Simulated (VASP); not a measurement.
ZnS:

```
Zn S
1.0
     1.90307    1.09874    9.35195
    -1.90307    1.09874    9.35195
     0.00000   -2.19748    9.35195
Zn S
3 3
Direct
  0.99997 0.99997 0.99997
  0.22227 0.22227 0.22227
  0.44461 0.44461 0.44461
  0.08327 0.08327 0.08327
  0.52784 0.52784 0.52784
  0.30536 0.30536 0.30536
```

Base run:

```yaml
Program: VASP 6.6.1
Functional: PBEsol
Potentials_or_basis: VASP PAW PBE potentials, release 64 (Zn, S)
Cutoff: 500 eV
k_mesh: 6 × 6 × 6
Occupations: gaussian, width 0.01 eV
Spin: no spin polarisation
```

Its results: band gap on the k mesh 2.06 eV; pressure -1.1 GPa; largest force 0.010 eV/Å.

**Question.** The run is repeated on the same cell with these changes: hubbard terms from none to Zn d U = 6.0 eV. What comes out?

**Answer.** Band gap on the k mesh 2.44 eV; pressure -3.4 GPa; largest force 0.020 eV/Å.

The U term pushes filled and empty states of the shell apart.

Caveats: the PAW data sets were made with another functional, which shifts forces and pressure a little; the cell stands under tension (at least some runs).

A k mesh can miss the band edges.
